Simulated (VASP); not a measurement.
# TiAl (Pm) in VASP: single point with PBEsol

Aim: the single point of TiAl with PBEsol.

Program: VASP 6.6.1. These are calculated values, not measurements. Logs are shortened: lines on timing, memory, paths and dates and some standing lists are left out, and cuts for length are marked.

### Step 1. The cell of the first run

The structure is monoclinic, space group Pm (No. 6). The conventional cell has a = 2.867 Å, b = 4.678 Å, c = 2.867 Å, α = 90.00°, β = 120.00°, γ = 90.00°. Ti (site symmetry m) has 6 Al at 2.82 to 2.92 Å and 6 Ti at 2.87 Å within 3.7 Å. Within 3.7 Å of Al (site symmetry m) lie 6 Ti at 2.82 to 2.92 Å and 6 Al at 2.87 Å.

### Step 2. Single point, PBEsol (atom 1 (Ti) moved by (-0.100, +0.000) A along x and y)

Input file INCAR:

```
  ALGO = Fast
  EDIFF = 1E-6
  ENCUT = 520
  GGA = PS
  ISIF = 2
  ISMEAR = 0
  LASPH = T
  LCHARG = F
  LREAL = F
  LWAVE = F
  NBANDS = 14
  NELM = 80
  PREC = Accurate
  SIGMA = 0.15
```

Input file KPOINTS:

```
k-points
0
Gamma
  18 18 10
```

Input file POSCAR:

```
TiAl
1.0
    2.8672622327      0.0000000000      0.0000000000
   -1.4336311163      2.4831219328      0.0000000000
    0.0000000000      0.0000000000      4.6780830000
Ti Al
1 1
Direct
   -0.0348764751      0.0000000000      0.0000000000
    0.3333333333      0.6666666667      0.5000000000
```

Potentials or basis: VASP PAW PBE potentials, release 64 (Ti_sv, Al).

Launch:

```bash
cat potpaw_PBE.64/Ti_sv/POTCAR potpaw_PBE.64/Al/POTCAR > POTCAR
mpirun -np 1 vasp_std > vasp.out
```

OUTCAR:

```text
EDIFF = 1E-6
   ENCUT = 520
   GGA = PS
   ISIF = 2
   ISMEAR = 0
   LASPH = T
   LREAL = F
   NELM = 80
   PREC = Accurate

 ion  position               nearest neighbor table
   1  0.965  0.000  0.000-   2 2.82   2 2.82   2 2.87   2 2.87   2 2.92   2 2.92
   2  0.333  0.667  0.500-   1 2.82   1 2.82   1 2.87   1 2.87   1 2.92   1 2.92

  LATTYP: Found a hexagonal cell.
 ALAT       =     2.8672622327
 C/A-ratio  =     1.6315504549

  Lattice vectors:

 A1 = (   2.8672622327,   0.0000000000,   0.0000000000)
 A2 = (  -1.4336311163,   2.4831219328,   0.0000000000)
 A3 = (   0.0000000000,   0.0000000000,   4.6780830000)

Analysis of symmetry for initial positions (statically):
=====================================================================
 Subroutine PRICEL returns:
 Original cell was already a primitive cell.

 Routine SETGRP: Setting up the symmetry group for a
 hexagonal supercell.

 Subroutine GETGRP returns: Found  2 space group operations
 (whereof  2 operations were pure point group operations)
 out of a pool of 24 trial point group operations.

The static configuration has the point symmetry C_1h.

Analysis of symmetry for dynamics (positions and initial velocities):
=====================================================================
 Subroutine PRICEL returns:
 Original cell was already a primitive cell.

 Routine SETGRP: Setting up the symmetry group for a
 hexagonal supercell.

 Subroutine GETGRP returns: Found  2 space group operations
 (whereof  2 operations were pure point group operations)
 out of a pool of 24 trial point group operations.

The dynamic configuration has the point symmetry C_1h.

 Subroutine INISYM returns: Found  2 space group operations
 (whereof  2 operations are pure point group operations),
 and found     1 'primitive' translations

----------------------------------------------------------------------------------------

                                     Primitive cell

  volume of cell :      33.3068

  direct lattice vectors                    reciprocal lattice vectors
     2.867262233  0.000000000  0.000000000     0.348764751  0.201359423  0.000000000
    -1.433631116  2.483121933  0.000000000     0.000000000  0.402718846  0.000000000
     0.000000000  0.000000000  4.678083000     0.000000000  0.000000000  0.213762774

  length of vectors
     2.867262233  2.867262233  4.678083000     0.402718846  0.402718846  0.213762774

  position of ions in fractional coordinates (direct lattice)
     0.965123525  0.000000000  0.000000000
     0.333333333  0.666666667  0.500000000

  ion indices of the primitive-cell ions
   primitive index   ion index
                 1           1
                 2           2

----------------------------------------------------------------------------------------

 KPOINTS: k-points

Automatic generation of k-mesh.
 Grid dimensions read from file:
 generate k-points for:   18   18   10

 Generating k-lattice:

  Cartesian coordinates                     Fractional coordinates (reciprocal lattice)
     0.019375820  0.011186635  0.000000000     0.055555556  0.000000000  0.000000000
     0.000000000  0.022373269  0.000000000     0.000000000  0.055555556  0.000000000
     0.000000000  0.000000000  0.021376277     0.000000000  0.000000000  0.100000000

  Length of vectors
     0.022373269  0.022373269  0.021376277

  Shift w.r.t. Gamma in fractional coordinates (k-lattice)
     0.000000000  0.000000000  0.000000000

 Subroutine IBZKPT returns following result:
 ===========================================

 Found    984 irreducible k-points:

 Following reciprocal coordinates:
            Coordinates               Weight
  0.000000  0.000000  0.000000      1.000000
  0.055556 -0.000000  0.000000      2.000000
  0.000000  0.055556  0.000000      2.000000
 -0.055556  0.055556  0.000000      2.000000
  0.111111 -0.000000  0.000000      2.000000
  0.000000  0.111111  0.000000      2.000000
[... 16 lines left out ...]
  0.444444 -0.000000  0.000000      2.000000
  0.000000  0.444444  0.000000      2.000000
 [... further k-points ...]
   k-points           NKPTS =    984   k-points in BZ     NKDIM =    984   number of bands    NBANDS=     14
   number of dos      NEDOS =    301   number of ions     NIONS =      2
   total plane-waves  NPLWV =  20736
   dimension x,y,z NGX =    24 NGY =   24 NGZ =   36
   dimension x,y,z NGXF=    48 NGYF=   48 NGZF=   72
   ions per type =               1   1
   NGX,Y,Z   is equivalent  to a cutoff of  13.92, 13.92, 12.79 a.u.
   NGXF,Y,Z  is equivalent  to a cutoff of  27.83, 27.83, 25.59 a.u.
 SYSTEM =  unknown system
   PREC   = accura    normal or accurate (medium, high low for compatibility)
   ISTART =      0    job   : 0-new  1-cont  2-samecut
   ICHARG =      2    charge: 1-file 2-atom 10-const
   ISPIN  =      1    spin polarized calculation?
   LNONCOLLINEAR =      F non collinear calculations
   LSORBIT =      F    spin-orbit coupling
   LASPH  =      T    aspherical Exc in radial PAW
   ENCUT  =  520.0 eV  38.22 Ry    6.18 a.u.   5.33  5.33  8.70*2*pi/ulx,y,z
   NELM   =     80;   NELMIN=  2; NELMDL= -5     # of ELM steps
   EDIFF  = 0.1E-05   stopping-criterion for ELM
   LREAL  =      F    real-space projection
   EDIFFG = 0.1E-04   stopping-criterion for IOM
   NSW    =      0    number of steps for IOM
   IBRION =     -1    ionic relax: 0-MD 1-quasi-New 2-CG
   NFREE  =      0    steps in history (QN), initial steepest desc. (CG)
   ISIF   =      2    stress and relaxation
   ISYM   =      2    0-nonsym 1-usesym 2-fastsym
   POTIM  = 0.5000    time-step for ionic-motion
   TEBEG  =    0.0;   TEEND  =   0.0 temperature during run
   PSTRESS=    0.0 pullay stress
   NELECT =      15.0000    total number of electrons
   NUPDOWN=      -1.0000    fix difference up-down
   EMIN   =  10.00;   EMAX   =-10.00  energy-range for DOS
   EFERMI =   0.00;   METHOD = LEGACY
   ISMEAR =     0;   SIGMA  =   0.15  broadening in eV -4-tet -1-fermi 0-gaus
   EFERMI_NEDOS =   21; number of points for ismear=-14 and -15
   IALGO  =     68    algorithm
   IMIX   =      4    mixing-type and parameters
     AMIX     =   0.40;   BMIX     =  1.00
     AMIX_MAG =   1.60;   BMIX_MAG =  1.00
  volume/ion in A,a.u.               =      16.65       112.38
  Fermi-wavevector in a.u.,A,eV,Ry     =   1.254857  2.371335 21.424622  1.574665
  Thomas-Fermi vector in A             =   2.388641
   LORBIT       =      0    0 simple, 1 ext, 2 COOP (PROOUT), +10 PAW based schemes
   GGA     = PS    functional components
   LHFCALC =     F    Hartree Fock is set to
   AEXX    =    0.0000 exact exchange contribution
   IVDW    =     0    specifies the selected vdW correction
   LEPSILON=     F    determine dielectric tensor
   LRPA    =     F    only Hartree local field effects (RPA)
 non-spin polarized calculation
 RMM-DIIS sequential band-by-band and
 Gauss-broadening in eV      SIGMA  =   0.15
  energy-cutoff  :      520.00
  volume of cell :       33.31
 maximum number of plane-waves:       917
 NGX is ok and might be reduce to    24
   NGX = 11   NGY = 11   NGZ = 17

 number of electron      15.0000000 magnetization

 Free energy of the ion-electron system (eV)
  ---------------------------------------------------
  ext. energy  EPLUGINS =         0.00000000
  ---------------------------------------------------
  free energy    TOTEN  =       -12.92952246 eV

  energy without entropy =      -12.90167061  energy(sigma->0) =      -12.91559653

 E-fermi :   7.7734     XC(G=0): -11.0324

 val. band max:        7.7729371935   @ k =   0.3889   0.3333   0.4000
 cond. band min:       7.7735282995   @ k =  -0.2222   0.2778  -0.4000
 fundamental gap:      0.0005911060
 Fermi energy:         7.7734342694

 k-point     1 :       0.0000    0.0000    0.0000
  band No.  band energies     occupation
      1     -48.5187      2.00000
      2     -24.9419      2.00000
      3     -24.5200      2.00000
      4     -24.5125      2.00000
      5      -1.1464      2.00000
      6       5.4696      2.00000
      7       5.9503      2.00000
      8       9.0465      0.00000
      9       9.0570      0.00000
     10      10.5125      0.00000
     11      10.5527      0.00000
     12      11.6621      0.00000
     13      20.6385      0.00000
     14      20.6819      0.00000

 k-point     2 :       0.0556   -0.0000    0.0000
  band No.  band energies     occupation
      1     -48.5158      2.00000
      2     -24.9390      2.00000
      3     -24.5316      2.00000
      4     -24.5231      2.00000
      5      -1.0695      2.00000
      6       5.5540      2.00000
      7       5.9585      2.00000
      8       8.9813      0.00000
      9       9.1104      0.00000
     10      10.5195      0.00000
     11      10.5426      0.00000
     12      11.6813      0.00000
     13      19.3286      0.00000
     14      19.8935      0.00000

 k-point     3 :       0.0000    0.0556    0.0000
  band No.  band energies     occupation
      1     -48.5158      2.00000
      2     -24.9390      2.00000
      3     -24.5353      2.00000
      4     -24.5194      2.00000
      5      -1.0696      2.00000
      6       5.5541      2.00000
      7       5.9598      2.00000
      8       8.9772      0.00000
      9       9.1145      0.00000
     10      10.5019      0.00000
     11      10.5584      0.00000
     12      11.6800      0.00000
     13      19.3425      0.00000
     14      19.8883      0.00000
[... 324 lines left out ...]
 k-point    23 :       0.4444   -0.0000    0.0000
  band No.  band energies     occupation
      1     -48.4248      2.00000
      2     -25.0788      2.00000
      3     -24.8492      2.00000
      4     -24.6495      2.00000
      5       3.3624      2.00000
      6       5.6941      2.00000
      7       6.1842      2.00000
      8       6.8571      2.00000
      9       9.8960      0.00000
     10      11.6204      0.00000
     11      11.7187      0.00000
     12      11.9246      0.00000
     13      12.9717      0.00000
     14      15.6811      0.00000

 k-point    24 :       0.0000    0.4444    0.0000
  band No.  band energies     occupation
      1     -48.4249      2.00000
      2     -25.0814      2.00000
      3     -24.8494      2.00000
      4     -24.6463      2.00000
      5       3.3577      2.00000
      6       5.6758      2.00000
      7       6.2329      2.00000
      8       6.8694      2.00000
      9       9.8845      0.00000
     10      11.6204      0.00000
     11      11.7332      0.00000
     12      11.8207      0.00000
     13      12.9691      0.00000
     14      15.7010      0.00000

 [... further k-points ...]

------------------------ aborting loop because EDIFF is reached ----------------------------------------

  FORCE on cell =-STRESS in cart. coord.  units (eV):
  Direction    XX          YY          ZZ          XY          YZ          ZX
  --------------------------------------------------------------------------------------
  -------------------------------------------------------------------------------------
  Total       -0.5108456     -0.4930451     -0.7176249      0.2932193      0.0000000      0.0000000
  in kB      -24.5734902    -23.7172257    -34.5203111     14.1048896      0.0000000      0.0000000
  external PRESSURE =     -27.6036757 kB  Pullay stress =       0.0000000 kB

 VOLUME and BASIS-vectors are now :
 -----------------------------------------------------------------------------
  energy-cutoff  :      520.00
  volume of cell :       33.31
      direct lattice vectors                 reciprocal lattice vectors
     2.867262233  0.000000000  0.000000000     0.348764751  0.201359423  0.000000000
    -1.433631116  2.483121933  0.000000000     0.000000000  0.402718846  0.000000000
     0.000000000  0.000000000  4.678083000     0.000000000  0.000000000  0.213762774

 POSITION                                       TOTAL-FORCE (eV/Angst)
 -----------------------------------------------------------------------------------
      2.76726      0.00000      0.00000         0.194591      0.024014      0.000000
     -0.00000      1.65541      2.33904        -0.194591     -0.024014      0.000000
 -----------------------------------------------------------------------------------
    total drift:                                0.000024     -0.000012      0.000000

  FREE ENERGIE OF THE ION-ELECTRON SYSTEM (eV)
  ---------------------------------------------------
  free  energy   TOTEN  =       -12.9295224605 eV

  energy  without entropy=      -12.9016706056  energy(sigma->0) =      -12.91559653
```

Run time: 12 min. Hardware: 1 thread of Intel Xeon Platinum 8259CL at 2.50GHz (Skylake/Cascade Lake), shared host; peak memory 0.56 GiB.

Results:

| Item | Value |
| --- | --- |
| Free energy | -12.9295 eV |
| Pressure | -2.8 GPa |
| Largest force | 0.196 eV/Å |
| Band gap on the k mesh | zero (an odd number of electrons rules out a gap without spin polarisation) |

Forces in eV/Å, atoms in the order of the input:
```
Ti   0.195  0.024  0.000
Al  -0.195 -0.024  0.000
```

Stress tensor (GPa, compression positive):
```
-2.46  1.41  0.00
 1.41 -2.37  0.00
 0.00  0.00 -3.45
```

Caveat: the cell differs from its parent crystal (atom 1 (Ti) moved by (-0.100, +0.000) A along x and y); the PAW data sets were made with another functional, which shifts forces and pressure a little.
